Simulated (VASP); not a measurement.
# ReSb (F-43m) in VASP: density of states with PBEsol

Aim: the density of states of ReSb with PBEsol.

Everything below comes from runs of VASP 6.6.1. Logs are shortened: lines on timing, memory, paths and dates and some standing lists are left out, and cuts for length are marked.

**1. The cell of the first run**

Symmetry: F-43m, No. 216, cubic system. The conventional cell has a = 5.951 Å, b = 5.951 Å, c = 5.951 Å, α = 90.00°, β = 90.00°, γ = 90.00°. Within 3.4 Å of Re (site symmetry -43m) lie 4 Sb at 2.58 Å. Within 3.4 Å of Sb (site symmetry -43m) lie 4 Re at 2.58 Å.

**2. Density of states, PBEsol**

The input, POSCAR:

```
ReSb
1.0
    0.0000000000      2.9753124566      2.9753124566
    2.9753124566      0.0000000000      2.9753124566
    2.9753124566      2.9753124566      0.0000000000
Re Sb
1 1
Direct
    0.0000000000      0.0000000000      0.0000000000
    0.2500000000      0.2500000000      0.2500000000
```

The input, INCAR.step1:

```
SYSTEM = ReSb
  ALGO = Normal
  EDIFF = 1E-7
  ENCUT = 520
  GGA = PS
  ISIF = 2
  ISMEAR = 0
  LASPH = .TRUE.
  LCHARG = .TRUE.
  LMAXMIX = 4
  LREAL = .FALSE.
  LWAVE = .FALSE.
  NBANDS = 13
  NELM = 80
  PREC = Accurate
  SIGMA = 0.05
```

The input, KPOINTS.step1:

```
k-points
0
G
  10 10 10
  0 0 0
```

The input, INCAR.step2:

```
SYSTEM = ReSb
  ALGO = Normal
  EDIFF = 1E-7
  ENCUT = 520
  GGA = PS
  ICHARG = 11
  ISIF = 2
  ISMEAR = -5
  LASPH = .TRUE.
  LCHARG = .FALSE.
  LMAXMIX = 4
  LORBIT = 11
  LREAL = .FALSE.
  LWAVE = .FALSE.
  NBANDS = 13
  NEDOS = 1001
  NELM = 80
  PREC = Accurate
  SIGMA = 0.05
```

The input, KPOINTS.step2:

```
k-points
0
G
  15 15 15
  0 0 0
```

Potentials or basis: VASP PAW PBE potentials, release 64 (Re, Sb).

On the command line:

```sh
$ cat potpaw_PBE.64/Re/POTCAR potpaw_PBE.64/Sb/POTCAR > POTCAR
$ cp INCAR.step1 INCAR
$ cp KPOINTS.step1 KPOINTS
$ mpirun -np 1 vasp_std > vasp.out
$ cp INCAR.step2 INCAR
$ cp KPOINTS.step2 KPOINTS
$ mpirun -np 1 vasp_std > vasp.out
```

OUTCAR:

```text
SYSTEM = ReSb
   EDIFF = 1E-7
   ENCUT = 520
   GGA = PS
   ICHARG = 11
   ISIF = 2
   ISMEAR = -5
   LASPH = .TRUE.
   LORBIT = 11
   LREAL = .FALSE.
   NELM = 80
   PREC = Accurate

 ion  position               nearest neighbor table
   1  0.000  0.000  0.000-   2 2.58   2 2.58   2 2.58   2 2.58
   2  0.250  0.250  0.250-   1 2.58   1 2.58   1 2.58   1 2.58

  LATTYP: Found a face centered cubic cell.
 ALAT       =     5.9506249132

  Lattice vectors:

 A1 = (   0.0000000000,   2.9753124566,   2.9753124566)
 A2 = (   2.9753124566,   0.0000000000,   2.9753124566)
 A3 = (   2.9753124566,   2.9753124566,   0.0000000000)

Analysis of symmetry for initial positions (statically):
=====================================================================
 Subroutine PRICEL returns:
 Original cell was already a primitive cell.

 Routine SETGRP: Setting up the symmetry group for a
 face centered cubic supercell.

 Subroutine GETGRP returns: Found 24 space group operations
 (whereof 24 operations were pure point group operations)
 out of a pool of 48 trial point group operations.

The static configuration has the point symmetry T_d .

Analysis of symmetry for dynamics (positions and initial velocities):
=====================================================================
 Subroutine PRICEL returns:
 Original cell was already a primitive cell.

 Routine SETGRP: Setting up the symmetry group for a
 face centered cubic supercell.

 Subroutine GETGRP returns: Found 24 space group operations
 (whereof 24 operations were pure point group operations)
 out of a pool of 48 trial point group operations.

The dynamic configuration has the point symmetry T_d .

 Subroutine INISYM returns: Found 24 space group operations
 (whereof 24 operations are pure point group operations),
 and found     1 'primitive' translations

----------------------------------------------------------------------------------------

                                     Primitive cell

  volume of cell :      52.6778

  direct lattice vectors                    reciprocal lattice vectors
     0.000000000  2.975312457  2.975312457    -0.168049577  0.168049577  0.168049577
     2.975312457  0.000000000  2.975312457     0.168049577 -0.168049577  0.168049577
     2.975312457  2.975312457  0.000000000     0.168049577  0.168049577 -0.168049577

  length of vectors
     4.207727228  4.207727228  4.207727228     0.291070406  0.291070406  0.291070406

  position of ions in fractional coordinates (direct lattice)
     0.000000000  0.000000000  0.000000000
     0.250000000  0.250000000  0.250000000

  ion indices of the primitive-cell ions
   primitive index   ion index
                 1           1
                 2           2

----------------------------------------------------------------------------------------

 KPOINTS: k-points

Automatic generation of k-mesh.
 Grid dimensions read from file:
 generate k-points for:   15   15   15

 Generating k-lattice:

  Cartesian coordinates                     Fractional coordinates (reciprocal lattice)
    -0.011203305  0.011203305  0.011203305     0.066666667  0.000000000  0.000000000
     0.011203305 -0.011203305  0.011203305     0.000000000  0.066666667  0.000000000
     0.011203305  0.011203305 -0.011203305     0.000000000  0.000000000  0.066666667

  Length of vectors
     0.019404694  0.019404694  0.019404694

  Shift w.r.t. Gamma in fractional coordinates (k-lattice)
     0.000000000  0.000000000  0.000000000

 TETIRR: Found    484 inequivalent tetrahedra from    20250

 Subroutine IBZKPT returns following result:
 ===========================================

 Found    120 irreducible k-points:

 Following reciprocal coordinates:
            Coordinates               Weight
  0.000000  0.000000  0.000000      1.000000
  0.066667  0.000000  0.000000      8.000000
  0.133333  0.000000  0.000000      8.000000
  0.200000  0.000000  0.000000      8.000000
  0.266667  0.000000  0.000000      8.000000
  0.333333  0.000000  0.000000      8.000000
[... 16 lines left out ...]
  0.133333  0.133333  0.000000      6.000000
  0.200000  0.133333  0.000000     24.000000
 [... further k-points ...]
   k-points           NKPTS =    120   k-points in BZ     NKDIM =    120   number of bands    NBANDS=     13
   number of dos      NEDOS =   1001   number of ions     NIONS =      2
   total plane-waves  NPLWV =  32768
   dimension x,y,z NGX =    32 NGY =   32 NGZ =   32
   dimension x,y,z NGXF=    64 NGYF=   64 NGZF=   64
   ions per type =               1   1
   NGX,Y,Z   is equivalent  to a cutoff of  12.64, 12.64, 12.64 a.u.
   NGXF,Y,Z  is equivalent  to a cutoff of  25.29, 25.29, 25.29 a.u.
 SYSTEM =  ReSb
   PREC   = accura    normal or accurate (medium, high low for compatibility)
   ISTART =      0    job   : 0-new  1-cont  2-samecut
   ICHARG =     11    charge: 1-file 2-atom 10-const
   ISPIN  =      1    spin polarized calculation?
   LNONCOLLINEAR =      F non collinear calculations
   LSORBIT =      F    spin-orbit coupling
   LASPH  =      T    aspherical Exc in radial PAW
   ENCUT  =  520.0 eV  38.22 Ry    6.18 a.u.   7.82  7.82  7.82*2*pi/ulx,y,z
   NELM   =     80;   NELMIN=  2; NELMDL=  0     # of ELM steps
   EDIFF  = 0.1E-06   stopping-criterion for ELM
   LREAL  =      F    real-space projection
   EDIFFG = 0.1E-05   stopping-criterion for IOM
   NSW    =      0    number of steps for IOM
   IBRION =     -1    ionic relax: 0-MD 1-quasi-New 2-CG
   NFREE  =      0    steps in history (QN), initial steepest desc. (CG)
   ISIF   =      2    stress and relaxation
   ISYM   =      2    0-nonsym 1-usesym 2-fastsym
   POTIM  = 0.5000    time-step for ionic-motion
   TEBEG  =    0.0;   TEEND  =   0.0 temperature during run
   PSTRESS=    0.0 pullay stress
   NELECT =      12.0000    total number of electrons
   NUPDOWN=      -1.0000    fix difference up-down
   EMIN   =  10.00;   EMAX   =-10.00  energy-range for DOS
   EFERMI =   0.00;   METHOD = LEGACY
   ISMEAR =    -5;   SIGMA  =   0.05  broadening in eV -4-tet -1-fermi 0-gaus
   EFERMI_NEDOS =   21; number of points for ismear=-14 and -15
   IALGO  =     38    algorithm
   IMIX   =      4    mixing-type and parameters
     AMIX     =   0.40;   BMIX     =  1.00
     AMIX_MAG =   1.60;   BMIX_MAG =  1.00
  volume/ion in A,a.u.               =      26.34       177.74
  Fermi-wavevector in a.u.,A,eV,Ry     =   0.999830  1.889404 13.601190  0.999659
  Thomas-Fermi vector in A             =   2.132146
   LORBIT       =     11    0 simple, 1 ext, 2 COOP (PROOUT), +10 PAW based schemes
   GGA     = PS    functional components
   LHFCALC =     F    Hartree Fock is set to
   AEXX    =    0.0000 exact exchange contribution
   IVDW    =     0    specifies the selected vdW correction
   LEPSILON=     F    determine dielectric tensor
   LRPA    =     F    only Hartree local field effects (RPA)
 non-spin polarized calculation
 Fermi weights with tetrahedron method with Bloechl corrections
  energy-cutoff  :      520.00
  volume of cell :       52.68
 maximum number of plane-waves:      1435

 number of electron      12.0000001 magnetization

 Free energy of the ion-electron system (eV)
  ---------------------------------------------------
  ext. energy  EPLUGINS =         0.00000000
  ---------------------------------------------------
  free energy    TOTEN  =       -14.72399960 eV

  energy without entropy =      -14.72399960  energy(sigma->0) =      -14.72399960

 E-fermi :   4.8207     XC(G=0): -10.1920

 val. band max:        4.8204279737   @ k =   0.4000   0.3333   0.0000
 cond. band min:       4.8074286922   @ k =  -0.4667   0.3333   0.0000
 fundamental gap:     -0.0129992815
 Fermi energy:         4.8207257441

 k-point     1 :       0.0000    0.0000    0.0000
  band No.  band energies     occupation
      1      -5.8858      2.00000
      2       1.8765      2.00000
      3       1.8765      2.00000
      4       1.8765      2.00000
      5       4.4978      2.00000
      6       4.4978      2.00000
      7       8.7203      0.00000
      8      11.0725      0.00000
      9      11.0725      0.00000
     10      11.0725      0.00000
     11      11.9288      0.00000
     12      11.9288      0.00000
     13      11.9288      0.00000

 k-point     2 :       0.0667    0.0000    0.0000
  band No.  band energies     occupation
      1      -5.8396      2.00000
      2       1.8065      2.00000
      3       1.8971      2.00000
      4       1.8971      2.00000
      5       4.4828      2.00000
      6       4.4828      2.00000
      7       8.7953      0.00000
      8      10.4513      0.00000
      9      10.8898      0.00000
     10      10.8898      0.00000
     11      12.0912      0.00000
     12      12.0943      0.00000
     13      12.0943      0.00000

 k-point     3 :       0.1333    0.0000    0.0000
  band No.  band energies     occupation
      1      -5.7051      2.00000
      2       1.6188      2.00000
      3       1.9536      2.00000
      4       1.9536      2.00000
      5       4.4489      2.00000
      6       4.4489      2.00000
      7       8.7096      0.00000
      8       9.6629      0.00000
      9      10.4898      0.00000
     10      10.4898      0.00000
     11      12.2008      0.00000
     12      12.4392      0.00000
     13      12.4392      0.00000

 k-point     4 :       0.2000    0.0000    0.0000
  band No.  band energies     occupation
      1      -5.4946      2.00000
      2       1.3636      2.00000
      3       2.0313      2.00000
      4       2.0313      2.00000
      5       4.4245      2.00000
      6       4.4245      2.00000
      7       7.7808      0.00000
      8       9.6982      0.00000
      9       9.9902      0.00000
     10       9.9902      0.00000
     11      12.3817      0.00000
     12      12.8361      0.00000
     13      12.8361      0.00000

 k-point     5 :       0.2667    0.0000    0.0000
  band No.  band energies     occupation
      1      -5.2316      2.00000
      2       1.0925      2.00000
      3       2.1092      2.00000
      4       2.1093      2.00000
      5       4.4409      2.00000
      6       4.4409      2.00000
      7       6.7135      0.00000
      8       9.4479      0.00000
      9       9.4479      0.00000
     10       9.8313      0.00000
     11      12.8089      0.00000
     12      13.2172      0.00000
     13      13.2172      0.00000
[... 257 lines left out ...]
 k-point    22 :      -0.0667    0.0667    0.0000
  band No.  band energies     occupation
      1      -5.7639      2.00000
      2       1.6983      2.00000
      3       1.9283      2.00000
      4       1.9319      2.00000
      5       4.4256      2.00000
      6       4.4961      2.00000
      7       8.8647      0.00000
      8       9.8797      0.00000
      9      10.3149      0.00000
     10      11.0159      0.00000
     11      12.0081      0.00000
     12      12.1335      0.00000
     13      12.5205      0.00000

 k-point    23 :       0.1333    0.1333    0.0000
  band No.  band energies     occupation
      1      -5.6439      2.00000
      2       1.5189      2.00000
      3       2.0004      2.00000
      4       2.0004      2.00000
      5       4.2822      2.00000
      6       4.5592      2.00000
      7       8.9813      0.00000
      8       9.6039      0.00000
      9       9.6039      0.00000
     10      10.5365      0.00000
     11      11.2353      0.00000
     12      13.1131      0.00000
     13      13.1131      0.00000

 k-point    24 :       0.2000    0.1333    0.0000
  band No.  band energies     occupation
      1      -5.4868      2.00000
      2       1.3334      2.00000
      3       2.0652      2.00000
      4       2.0760      2.00000
      5       4.1932      2.00000
      6       4.5820      2.00000
      7       8.4289      0.00000
      8       9.1350      0.00000
      9       9.2231      0.00000
     10      10.5674      0.00000
     11      11.3625      0.00000
     12      13.2389      0.00000
     13      13.4770      0.00000

 [... further k-points ...]
[... 5 lines left out ...]
  --------------------------------------------------------------------------------------
  -------------------------------------------------------------------------------------
  Total        0.1823688      0.1823688      0.1823688     -0.0000000      0.0000000      0.0000000
  in kB        5.5466842      5.5466842      5.5466842     -0.0000000      0.0000000      0.0000000
  external PRESSURE =       5.5466842 kB  Pullay stress =       0.0000000 kB

 VOLUME and BASIS-vectors are now :
 -----------------------------------------------------------------------------
  energy-cutoff  :      520.00
  volume of cell :       52.68
      direct lattice vectors                 reciprocal lattice vectors
     0.000000000  2.975312457  2.975312457    -0.168049577  0.168049577  0.168049577
     2.975312457  0.000000000  2.975312457     0.168049577 -0.168049577  0.168049577
     2.975312457  2.975312457  0.000000000     0.168049577  0.168049577 -0.168049577

 POSITION                                       TOTAL-FORCE (eV/Angst)
 -----------------------------------------------------------------------------------
      0.00000      0.00000      0.00000         0.000000     -0.000000      0.000000
      1.48766      1.48766      1.48766        -0.000000      0.000000     -0.000000
 -----------------------------------------------------------------------------------
    total drift:                               -0.000000     -0.000000     -0.000000

  FREE ENERGIE OF THE ION-ELECTRON SYSTEM (eV)
  ---------------------------------------------------
  free  energy   TOTEN  =       -14.7239996015 eV

  energy  without entropy=      -14.7239996015  energy(sigma->0) =      -14.72399960

 total charge

# of ion       s       p       d       tot
------------------------------------------
    1        0.528   0.300   5.069   5.896
    2        1.105   1.385   0.098   2.588
--------------------------------------------------
tot          1.633   1.685   5.167   8.484
```

It took 68 s on 1 thread of Intel Xeon Platinum 8375C at 2.90GHz (Ice Lake), shared host; peak memory 0.24 GiB.

Results:

- Valence electrons inside the program's atomic spheres: Re 5.90; Sb 2.59

Levels at points of the mesh, in eV from the Fermi level:
| k point | band 3 | band 4 | band 5 | band 6 | band 7 | band 8 | band 9 | band 10 |
| --- | --- | --- | --- | --- | --- | --- | --- | --- |
| (0.00, 0.00, 0.00) | -2.94 | -2.94 | -0.32 | -0.32 | 3.90 | 6.25 | 6.25 | 6.25 |

Caveat: the PAW data sets were made with another functional, which shifts forces and pressure a little; spin-orbit coupling is left out, which moves the levels of the heavy elements; tetrahedron occupations give inexact forces and stress in metals.
